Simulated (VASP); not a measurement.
Runs of VASP 6.6.1 on Ag. The structure is that of space group P6_3/mmc (No. 194), or close to it. The cells are those of the table. 

| cell | gap on the mesh (eV) | pressure (GPa) |
| --- | --- | --- |
| a = 2.827, b = 2.827, c = 4.630 Å, angles 90.0, 90.0, 120.0°, 2 atoms | none | 10.3 |
| a = 2.800, b = 2.800, c = 4.584 Å, angles 90.0, 90.0, 120.0°, 2 atoms | none | 15.4 |
| a = 2.846, b = 2.846, c = 4.662 Å, angles 90.0, 90.0, 120.0°, 2 atoms | none | (b) |
| a = 2.884, b = 2.884, c = 4.725 Å, angles 90.0, 90.0, 120.0°, 2 atoms | none | 2.2 |
| a = 2.867, b = 2.867, c = 4.698 Å, angles 90.0, 90.0, 120.0°, 2 atoms | none | 4.2 |
| a = 2.902, b = 2.902, c = 4.754 Å, angles 90.0, 90.0, 120.0°, 2 atoms | none | 0.1 |
| a = 2.892, b = 2.892, c = 4.740 Å, angles 90.0, 90.0, 120.0°, 2 atoms | none | (a) |

Alike in all rows: task single point; level r2SCAN; potentials or basis VASP PAW PBE potentials, release 64 (Ag); no spin polarisation; k mesh 18 × 18 × 10; cutoff (eV) 520; smearing fermi-dirac 0.1 eV.

**Question.** Fill in the values left out.

**Answer.** (a) 1.1; (b) 7.2.

Caveats: the PAW data sets were made with another functional, which shifts forces and pressure a little.

A k mesh can miss the band edges, and the runs leave out spin-orbit coupling on Ag.

A gap of «none» marks levels without a gap at the run's occupations.
